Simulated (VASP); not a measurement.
# MgO (P1) in VASP: a series of runs

Runs on MgO. Level: PBE+D3(BJ). Tasks: single point.

Everything below comes from runs of VASP 6.6.1. Logs are shortened: lines on timing, memory, paths and dates and some standing lists are left out, and cuts for length are marked.

### 1 The cell of the first run

The typed cell holds 16 atoms: a = 5.975 Å, b = 5.975 Å, c = 5.975 Å, α = 60.00°, β = 60.00°, γ = 60.00°.

### 2 Single point, PBE+D3(BJ)

The input, INCAR:

```
SYSTEM = MgO
ALGO = Normal
EDIFF = 1E-6
ENCUT = 520
GGA = PE
ISIF = 2
ISMEAR = -1
IVDW = 12
LASPH = .True.
LCHARG = .True.
LELF = .True.
LREAL = Auto
LVHAR = .True.
LWAVE = .False.
NBANDS = 46
NELM = 80
PREC = Accurate
SIGMA = 0.05
```

The input, KPOINTS:

```
k-points
0
Gamma
  2 2 2
  0 0 0
```

The input, POSCAR:

```
MgO
1.0
    0.0000000000      4.2251000000      4.2251000000
    4.2251000000      0.0000000000      4.2251000000
    4.2251000000      4.2251000000      0.0000000000
Mg O
8 8
Direct
    0.0423895292      0.0311471918     -0.0735603891
   -0.0059525218      0.0460699155      0.4565454072
    0.0480462001      0.4841778893      0.0003786893
    0.0245437978      0.5281768479      0.4723675179
    0.5167214977      0.0527798159     -0.0559040023
    0.5176563868      0.0284845329      0.4432439469
    0.4980592175      0.5812525147     -0.0641759958
    0.4888286668      0.5820572294      0.4203095785
    0.2933421694      0.2559702729      0.1835459516
    0.2515916783      0.2466923860      0.7224681073
    0.2914013869      0.7810939386      0.1779129488
    0.2412132257      0.7897682895      0.6932498639
    0.7397813070      0.3060637618      0.1915812643
    0.7443610802      0.3199924262      0.6747295922
    0.8167262313      0.7744077063      0.1962912120
    0.7393434475      0.8253769142      0.6905398689
```

Potentials or basis: VASP PAW PBE potentials, release 64 (Mg, O).

Command:

```sh
> cat potpaw_PBE.64/Mg/POTCAR potpaw_PBE.64/O/POTCAR > POTCAR
> mpirun -np 1 vasp_std > vasp.out
```

OUTCAR:

```text
SYSTEM = MgO
   EDIFF = 1E-6
   ENCUT = 520
   GGA = PE
   ISIF = 2
   ISMEAR = -1
   IVDW = 12
   LASPH = .True.
   LREAL = Auto
   NELM = 80
   PREC = Accurate
 IVDW          = 12

 ion  position               nearest neighbor table
   1  0.042  0.031  0.926-  10 1.80  12 2.02  15 2.05  11 2.11  13 2.29  14 2.33   7 2.71   4 2.85
                             6 2.86   2 2.92   5 2.96   3 2.97   5 3.03   3 3.06   2 3.08   6 3.11
   2  0.994  0.046  0.457-  16 2.01  12 2.05  14 2.09   9 2.17  13 2.19  11 2.30   3 2.69   8 2.87
                             5 2.88   1 2.92   6 2.94   4 2.96   4 3.03   6 3.04   1 3.08   5 3.09
   3  0.048  0.484  0.000-   9 1.82  15 2.07  13 2.11  12 2.16  10 2.20  16 2.62   2 2.69   5 2.70
                             7 2.83   4 2.89   1 2.97   8 2.99   1 3.06   4 3.10   8 3.11   7 3.23
   4  0.025  0.528  0.472-  10 2.03  15 2.05  14 2.09  16 2.20  11 2.21   9 2.37   8 2.80   1 2.85
                             3 2.89   2 2.96   7 2.97   6 2.97   6 3.02   2 3.03   7 3.03   3 3.10
   5  0.517  0.053  0.944-   9 1.87  16 2.04  10 2.08  14 2.10  11 2.11  15 2.34   3 2.70   8 2.83
                             2 2.88   7 2.90   6 2.92   1 2.96   1 3.03   6 3.06   7 3.08   2 3.09
   6  0.518  0.028  0.443-  16 1.99   9 2.05  10 2.11  13 2.12  15 2.14  12 2.18   7 2.81   8 2.83
                             1 2.86   5 2.92   2 2.94   4 2.97   4 3.02   2 3.04   5 3.06   1 3.11
   7  0.498  0.581  0.936-  11 1.87  16 2.05  13 2.11  12 2.12  14 2.21   9 2.27   1 2.71   6 2.81
                             3 2.83   8 2.87   5 2.90   4 2.97   4 3.03   5 3.08   8 3.11   6 3.17
   8  0.489  0.582  0.420-  11 1.87  12 2.04  13 2.14  14 2.16  15 2.25  10 2.44   4 2.80   6 2.83
                             5 2.83   7 2.87   2 2.87   3 2.99   7 3.11   3 3.11   2 3.12   5 3.15
   9  0.293  0.256  0.184-   3 1.82   5 1.87   6 2.05   2 2.17   7 2.27   4 2.37
  10  0.252  0.247  0.722-   1 1.80   4 2.03   5 2.08   6 2.11   3 2.20   8 2.44
  11  0.291  0.781  0.178-   8 1.87   7 1.87   5 2.11   1 2.11   4 2.21   2 2.30
  12  0.241  0.790  0.693-   1 2.02   8 2.04   2 2.05   7 2.12   3 2.16   6 2.18
  13  0.740  0.306  0.192-   7 2.11   3 2.11   6 2.12   8 2.14   2 2.19   1 2.29
  14  0.744  0.320  0.675-   2 2.09   4 2.09   5 2.10   8 2.16   7 2.21   1 2.33
  15  0.817  0.774  0.196-   1 2.05   4 2.05   3 2.07   6 2.14   8 2.25   5 2.34
  16  0.739  0.825  0.691-   6 1.99   2 2.01   5 2.04   7 2.05   4 2.20   3 2.62

  LATTYP: Found a face centered cubic cell.
 ALAT       =     8.4502000000

  Lattice vectors:

 A1 = (   0.0000000000,   4.2251000000,   4.2251000000)
 A2 = (   4.2251000000,   0.0000000000,   4.2251000000)
 A3 = (   4.2251000000,   4.2251000000,   0.0000000000)

Analysis of symmetry for initial positions (statically):
=====================================================================
 Subroutine PRICEL returns:
 Original cell was already a primitive cell.

 Routine SETGRP: Setting up the symmetry group for a
 face centered cubic supercell.

 Subroutine GETGRP returns: Found  1 space group operations
 (whereof  1 operations were pure point group operations)
 out of a pool of 48 trial point group operations.

The static configuration has the point symmetry C_1 .

Analysis of symmetry for dynamics (positions and initial velocities):
=====================================================================
 Subroutine PRICEL returns:
 Original cell was already a primitive cell.

 Routine SETGRP: Setting up the symmetry group for a
 face centered cubic supercell.

 Subroutine GETGRP returns: Found  1 space group operations
 (whereof  1 operations were pure point group operations)
 out of a pool of 48 trial point group operations.

The dynamic configuration has the point symmetry C_1 .

 Subroutine INISYM returns: Found  1 space group operations
 (whereof  1 operations are pure point group operations),
 and found     1 'primitive' translations

----------------------------------------------------------------------------------------

                                     Primitive cell

  volume of cell :     150.8485

  direct lattice vectors                    reciprocal lattice vectors
     0.000000000  4.225100000  4.225100000    -0.118340394  0.118340394  0.118340394
     4.225100000  0.000000000  4.225100000     0.118340394 -0.118340394  0.118340394
     4.225100000  4.225100000  0.000000000     0.118340394  0.118340394 -0.118340394

  length of vectors
     5.975193722  5.975193722  5.975193722     0.204971576  0.204971576  0.204971576

  position of ions in fractional coordinates (direct lattice)
     0.042389529  0.031147192  0.926439611
     0.994047478  0.046069915  0.456545407
     0.048046200  0.484177889  0.000378689
     0.024543798  0.528176848  0.472367518
[... 43 lines left out ...]
    -0.059170197  0.059170197  0.059170197     0.500000000  0.000000000  0.000000000
     0.059170197 -0.059170197  0.059170197     0.000000000  0.500000000  0.000000000
     0.059170197  0.059170197 -0.059170197     0.000000000  0.000000000  0.500000000

  Length of vectors
     0.102485788  0.102485788  0.102485788

  Shift w.r.t. Gamma in fractional coordinates (k-lattice)
     0.000000000  0.000000000  0.000000000

 Subroutine IBZKPT returns following result:
 ===========================================

 Found      8 irreducible k-points:

 Following reciprocal coordinates:
            Coordinates               Weight
  0.000000  0.000000  0.000000      1.000000
  0.500000  0.000000  0.000000      1.000000
  0.000000  0.500000  0.000000      1.000000
  0.000000  0.000000  0.500000      1.000000
  0.500000  0.500000  0.500000      1.000000
  0.500000  0.500000  0.000000      1.000000
  0.000000  0.500000  0.500000      1.000000
  0.500000  0.000000  0.500000      1.000000
   k-points           NKPTS =      8   k-points in BZ     NKDIM =      8   number of bands    NBANDS=     46
   number of dos      NEDOS =    301   number of ions     NIONS =     16
   total plane-waves  NPLWV = 110592
   dimension x,y,z NGX =    48 NGY =   48 NGZ =   48
   dimension x,y,z NGXF=    96 NGYF=   96 NGZF=   96
   ions per type =               8   8
   NGX,Y,Z   is equivalent  to a cutoff of  13.35, 13.35, 13.35 a.u.
   NGXF,Y,Z  is equivalent  to a cutoff of  26.71, 26.71, 26.71 a.u.
 SYSTEM =  MgO
   PREC   = accura    normal or accurate (medium, high low for compatibility)
   ISTART =      0    job   : 0-new  1-cont  2-samecut
   ICHARG =      2    charge: 1-file 2-atom 10-const
   ISPIN  =      1    spin polarized calculation?
   LNONCOLLINEAR =      F non collinear calculations
   LSORBIT =      F    spin-orbit coupling
   LASPH  =      T    aspherical Exc in radial PAW
   ENCUT  =  520.0 eV  38.22 Ry    6.18 a.u.  11.11 11.11 11.11*2*pi/ulx,y,z
   NELM   =     80;   NELMIN=  2; NELMDL= -5     # of ELM steps
   EDIFF  = 0.1E-05   stopping-criterion for ELM
   LREAL  =      T    real-space projection
   EDIFFG = 0.1E-04   stopping-criterion for IOM
   NSW    =      0    number of steps for IOM
   IBRION =     -1    ionic relax: 0-MD 1-quasi-New 2-CG
   NFREE  =      0    steps in history (QN), initial steepest desc. (CG)
   ISIF   =      2    stress and relaxation
   ISYM   =      2    0-nonsym 1-usesym 2-fastsym
   POTIM  = 0.5000    time-step for ionic-motion
   TEBEG  =    0.0;   TEEND  =   0.0 temperature during run
   PSTRESS=    0.0 pullay stress
   NELECT =      64.0000    total number of electrons
   NUPDOWN=      -1.0000    fix difference up-down
   EMIN   =  10.00;   EMAX   =-10.00  energy-range for DOS
   EFERMI =   0.00;   METHOD = LEGACY
   ISMEAR =    -1;   SIGMA  =   0.05  broadening in eV -4-tet -1-fermi 0-gaus
   EFERMI_NEDOS =   21; number of points for ismear=-14 and -15
   IALGO  =     38    algorithm
   IMIX   =      4    mixing-type and parameters
     AMIX     =   0.40;   BMIX     =  1.00
     AMIX_MAG =   1.60;   BMIX_MAG =  1.00
  volume/ion in A,a.u.               =       9.43        63.62
  Fermi-wavevector in a.u.,A,eV,Ry     =   1.230140  2.324627 20.588936  1.513244
  Thomas-Fermi vector in A             =   2.365000
   LORBIT       =      0    0 simple, 1 ext, 2 COOP (PROOUT), +10 PAW based schemes
   GGA     = PE    functional components
   LHFCALC =     F    Hartree Fock is set to
   AEXX    =    0.0000 exact exchange contribution
   IVDW    =    12    specifies the selected vdW correction
   LEPSILON=     F    determine dielectric tensor
   LRPA    =     F    only Hartree local field effects (RPA)
 non-spin polarized calculation
  energy-cutoff  :      520.00
  volume of cell :      150.85
 maximum number of plane-waves:      4092
 NGX is ok and might be reduce to    48
   NGX = 23   NGY = 23   NGZ = 23

 number of electron      64.0000001 magnetization

 Free energy of the ion-electron system (eV)
  ---------------------------------------------------
  ext. energy  EPLUGINS =         0.00000000
  ---------------------------------------------------
  free energy    TOTEN  =       -92.38252407 eV

  energy without entropy =      -92.38252407  energy(sigma->0) =      -92.38252407

 E-fermi :   4.6178     XC(G=0): -11.0083

 val. band max:        3.4357765815   @ k =   0.0000   0.0000   0.0000
 cond. band min:       7.5287773813   @ k =   0.0000   0.0000   0.0000
 fundamental gap:      4.0930007998
 Fermi energy:         4.6177809899

 k-point     1 :       0.0000    0.0000    0.0000
  band No.  band energies     occupation
      1     -14.2847      2.00000
      2     -13.3193      2.00000
      3     -13.2024      2.00000
      4     -13.0417      2.00000
      5     -12.7026      2.00000
      6     -12.3742      2.00000
[... 365 lines left out ...]
     43      14.3493      0.00000
     44      14.4991      0.00000
 [bands above 44 left out]

------------------------ aborting loop because EDIFF is reached ----------------------------------------

 Edisp (eV)   -4.64790

 E8    (eV) :    -1.8211

  FORCE on cell =-STRESS in cart. coord.  units (eV):
  Direction    XX          YY          ZZ          XY          YZ          ZX
  --------------------------------------------------------------------------------------
  -------------------------------------------------------------------------------------
  Total       3.52430     6.12943     3.77326    -0.05821    -0.78017    -0.02042
  in kB      37.43199    65.10130    40.07616    -0.61831    -8.28628    -0.21684
  external pressure =       47.54 kB  Pullay stress =        0.00 kB

 VOLUME and BASIS-vectors are now :
 -----------------------------------------------------------------------------
  energy-cutoff  :      520.00
  volume of cell :      150.85
      direct lattice vectors                 reciprocal lattice vectors
     0.000000000  4.225100000  4.225100000    -0.118340394  0.118340394  0.118340394
     4.225100000  0.000000000  4.225100000     0.118340394 -0.118340394  0.118340394
     4.225100000  4.225100000  0.000000000     0.118340394  0.118340394 -0.118340394

 POSITION                                       TOTAL-FORCE (eV/Angst)
 -----------------------------------------------------------------------------------
      4.04590      4.09340      0.31070         1.377144     -0.632899     -3.183329
      2.12360      6.12890      4.39460         0.188009     -0.417734     -0.390838
      2.04730      0.20460      2.24870         0.525052     -3.925017      0.093983
      4.22740      2.09950      2.33530         0.432042     -1.038641     -0.400321
      4.21190      6.17210      2.40620        -2.025644      0.217487      0.715282
      1.99310      4.05990      2.30750        -0.037705     -0.042433      1.134175
[... 8 lines left out ...]
      4.10130      4.28010      6.72270         0.279391     -1.185837     -0.948108
      6.40490      6.04140      6.61110        -1.165917      0.891565     -0.244071
 -----------------------------------------------------------------------------------
    total drift:                                0.004137      0.001202     -0.009828

  FREE ENERGIE OF THE ION-ELECTRON SYSTEM (eV)
  ---------------------------------------------------
  free  energy   TOTEN  =       -97.0304196565 eV

  energy  without entropy=      -97.0304196565  energy(sigma->0) =      -97.03041966
```

It took 2.9 min on 1 thread of Intel Xeon Platinum 8259CL at 2.50GHz (Skylake/Cascade Lake), shared host; peak memory 0.32 GiB.

Results:

```yaml
Free_energy: -97.0304 eV
Pressure: 4.8 GPa
Largest_force: 3.961 eV/Å
Band_gap_on_the_k_mesh: 4.09 eV, direct
Dispersion_energy_per_atom: -0.290 eV
```

Forces on the atoms (eV/Å):
```
Mg   1.377 -0.633 -3.183
Mg   0.188 -0.418 -0.391
Mg   0.525 -3.925  0.094
Mg   0.432 -1.039 -0.400
Mg  -2.026  0.217  0.715
Mg  -0.038 -0.042  1.134
Mg  -2.681  1.216 -0.104
Mg  -0.966  3.064 -0.018
O    2.027  1.478 -0.321
O    0.853 -0.938  3.439
O    2.078 -0.952 -0.866
O   -0.541  0.565  0.451
O   -0.278  0.946  0.620
O   -0.065  0.755  0.022
O    0.279 -1.186 -0.948
O   -1.166  0.892 -0.244
```

Stress tensor (GPa, compression positive):
```
 3.74 -0.06 -0.02
-0.06  6.51 -0.83
-0.02 -0.83  4.01
```

Levels at points of the mesh, in eV from the valence-band top:
```tsv
k point	band 30	band 31	band 32	band 33	band 34	band 35
(0.00, 0.00, 0.00)	-0.28	-0.11	0.00	4.09	7.08	7.31
(0.50, 0.00, 0.00)	-0.71	-0.21	-0.08	6.24	6.73	8.37
(0.00, 0.50, 0.00)	-0.53	-0.48	-0.20	6.35	6.55	8.43
(0.00, 0.00, 0.50)	-0.58	-0.43	-0.37	6.31	6.45	8.44
(0.50, 0.50, 0.50)	-0.47	-0.36	-0.33	6.33	6.43	8.58
(0.50, 0.50, 0.00)	-0.69	-0.51	-0.29	7.25	7.33	8.35
(0.00, 0.50, 0.50)	-0.80	-0.44	-0.39	7.15	7.39	8.29
(0.50, 0.00, 0.50)	-0.71	-0.62	-0.42	7.06	7.42	8.37
```

Caveat: the k points lie up to 0.64 Å⁻¹ apart; forces of over 1 eV/Å act on the atoms, so gaps and moduli don't describe the material at rest.

### 3 Single point, PBE+D3(BJ)

The input, INCAR:

```
PREC = Accurate
ENCUT = 520
EDIFF = 1E-6
ISMEAR = -1
SIGMA = 0.05
LREAL = Auto
LASPH = True
NELM = 80
ALGO = Normal
ISIF = 2
LWAVE = False
LCHARG = False
GGA = PE
IVDW = 12
NBANDS = 46
```

The input, KPOINTS:

```
Automatic mesh
0
Gamma
  2 2 2
```

The input, POSCAR:

```
MgO
1.0
    0.0000000000      4.2251000000      4.2251000000
    4.2251000000      0.0000000000      4.2251000000
    4.2251000000      4.2251000000      0.0000000000
Mg O
8 8
Direct
    0.0113961800      0.0339281910     -0.0639156470
    0.0110056567      0.0506970249      0.4333151878
    0.0095855719      0.5386381387     -0.0453243710
   -0.0024733142      0.5391470024      0.4699652079
    0.5091950486      0.0753354950     -0.0553596365
    0.5185557738      0.0335495018      0.4653499325
    0.5414191380      0.5266739249     -0.0548034366
    0.5118932096      0.5686019266      0.4198480509
    0.2676978060      0.3004070910      0.1768833874
    0.2567276514      0.2817448108      0.7011905044
    0.2756739485      0.7567749876      0.2039833377
    0.2467397221      0.7847624908      0.6851435469
    0.7905966723      0.2622068117      0.2027289295
    0.7525265674      0.2891765875      0.7007644789
    0.7951054413      0.7743248681      0.1917114388
    0.7626801733      0.8007147760      0.7136399138
```

Potentials or basis: VASP PAW PBE potentials, release 64 (Mg, O).

Command:

```sh
> cat potpaw_PBE.64/Mg/POTCAR potpaw_PBE.64/O/POTCAR > POTCAR
> mpirun -np 1 vasp_std > vasp.out
```

Wall time 2.4 min (1 thread of Intel Xeon Platinum 8259CL at 2.50GHz (Skylake/Cascade Lake), shared host); peak memory 0.32 GiB.

The run converged. Its results:

- Free energy: -98.4824 eV
- Pressure: 0.7 GPa
- Largest force: 2.080 eV/Å
- Band gap on the k mesh: 4.33 eV, direct
- Dispersion energy per atom: -0.290 eV

Forces in eV/Å, atoms in the order of the input:
```
Mg  -0.300  1.228  0.245
Mg  -0.304  1.339 -0.140
Mg  -0.590  0.108  0.665
Mg  -1.040  0.162  1.160
Mg  -1.448 -0.192 -1.482
Mg  -0.043 -0.649 -0.031
Mg   1.218 -0.767 -0.798
Mg   0.062  1.036 -0.923
O    0.505  1.229 -0.595
O   -0.067 -0.037  0.008
O    0.471 -0.984  0.858
O    0.335  0.781  1.600
O    0.485 -1.844 -0.109
O    0.119  0.092  1.415
O    1.480 -0.833 -0.952
O   -0.884 -0.668 -0.921
```

Stress tensor (GPa, compression positive):
```
 0.13  0.20 -0.39
 0.20  1.90  0.30
-0.39  0.30  0.17
```

Levels at points of the mesh, in eV from the valence-band top:
| k point | band 30 | band 31 | band 32 | band 33 | band 34 | band 35 |
| --- | --- | --- | --- | --- | --- | --- |
| (0.00, 0.00, 0.00) | -0.13 | -0.03 | 0.00 | 4.33 | 7.40 | 7.42 |
| (0.50, 0.00, 0.00) | -0.73 | -0.18 | -0.13 | 6.48 | 6.85 | 8.70 |
| (0.00, 0.50, 0.00) | -0.51 | -0.33 | -0.26 | 6.61 | 6.67 | 8.83 |
| (0.00, 0.00, 0.50) | -0.45 | -0.37 | -0.24 | 6.55 | 6.68 | 8.75 |
| (0.50, 0.50, 0.50) | -0.43 | -0.37 | -0.24 | 6.58 | 6.75 | 8.81 |
| (0.50, 0.50, 0.00) | -0.69 | -0.66 | -0.39 | 7.33 | 7.74 | 8.69 |
| (0.00, 0.50, 0.50) | -0.63 | -0.51 | -0.40 | 7.32 | 7.71 | 8.46 |
| (0.50, 0.00, 0.50) | -0.62 | -0.54 | -0.38 | 7.46 | 7.52 | 8.48 |

Caveat: the k points lie up to 0.64 Å⁻¹ apart; forces of over 1 eV/Å act on the atoms, so gaps and moduli don't describe the material at rest.
